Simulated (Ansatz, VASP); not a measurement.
**MgGe2N3: VASP beside Ansatz**

```
Mg Ge N
1.0
     4.84060   -2.82866    0.00000
     4.84060    2.82866    0.00000
     0.00000    0.00000    5.57395
Mg Ge N
2 4 6
Direct
  0.33354 0.66646 0.00498
  0.66646 0.33354 0.50498
  0.33228 0.99963 0.49947
  0.66772 0.00037 0.99947
  0.00037 0.66772 0.49947
  0.99963 0.33228 0.99947
  0.31302 0.68698 0.38697
  0.33227 0.02352 0.86705
  0.66773 0.97648 0.36705
  0.68698 0.31302 0.88697
  0.97648 0.66773 0.86705
  0.02352 0.33227 0.36705
```

Alike in both runs: functional PBE; k mesh 6 × 6 × 6; occupations gaussian, width 0.1 eV; no spin polarisation.

Ansatz relaxed the structure, and its values are those at the end. VASP's run is a single point on that final structure, the one shown.

|  | VASP | Ansatz |
| --- | --- | --- |
| version | VASP 6.6.1 | Ansatz 0.2.0 |
| potentials or method | VASP PAW PBE potentials, release 64 (Mg, Ge_d, N), cutoff 520 eV | scalar-relativistic, plane waves, PAW |
| valence electrons in the cell | 90 | 106 |

```csv
,VASP,Ansatz,Ansatz less VASP
gap on the k mesh at the Fermi level (eV),none,none,-
pressure (GPa),-0.2,0.0,+0.21
rms of the force components (eV/Å),0.006,0.001,-0.0056
```

A gap of «none» marks a metal or a gap that the smearing closes. VASP's potentials hold 90 valence electrons a cell and Ansatz's 106, so a difference there can come from the potentials and not from the codes.
